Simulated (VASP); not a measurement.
A run of VASP 6.6.1:

Contents of POSCAR:

```
CsLaS2
1.0
    4.3073890000      0.0000000000      0.0000000000
   -2.1536950000      3.7303130000      0.0000000000
   -2.1536950000      1.2434380000      7.6635940000
La S Cs
1 2 1
Direct
    0.5000000000      0.5000000000      0.5000000000
    0.2337000000      0.7663000000      0.7011000000
    0.7663000000      0.2337000000      0.2989000000
    0.0000000000      0.0000000000      0.0000000000
```

INCAR.step1

```
SYSTEM = CsLaS2
ALGO = Normal
EDIFF = 1E-4
ENCUT = 520
GGA = PE
ISMEAR = 0
LASPH = .True.
LCHARG = .False.
LREAL = .False.
LWAVE = .True.
NBANDS = 24
NELM = 100
PREC = Accurate
SIGMA = 0.1305
```

File INCAR.step2:

```
SYSTEM = CsLaS2
ALGO = Normal
EDIFF = 1E-6
ENCUT = 520
ISIF = 2
ISMEAR = 0
ISTART = 1
LASPH = .True.
LCHARG = .False.
LMIXTAU = .True.
LREAL = .False.
LWAVE = .False.
METAGGA = R2SCAN
NBANDS = 24
NELM = 100
PREC = Accurate
SIGMA = 0.1305
```

Contents of KPOINTS:

```
k-points
0
Gamma
  5 5 5
  0 0 0
```

Potentials or basis: VASP PAW PBE potentials, release 64 (La, S, Cs_sv).

Command:

```sh
$ cat potpaw_PBE.64/La/POTCAR potpaw_PBE.64/S/POTCAR potpaw_PBE.64/Cs_sv/POTCAR > POTCAR
$ cp INCAR.step1 INCAR
$ mpirun -np 1 vasp_std > vasp.out
$ cp INCAR.step2 INCAR
$ mpirun -np 1 vasp_std > vasp.out
```

Hardware: 1 thread of Intel(R) Xeon(R) Platinum 8488C (Sapphire Rapids), with other jobs on the host.

**Question.** How long does it take, and how much memory?

**Answer.** Run time: 3 min on 1 thread of Intel(R) Xeon(R) Platinum 8488C (Sapphire Rapids) (shared host), peak memory 0.3 GiB. Counts: k points 19.
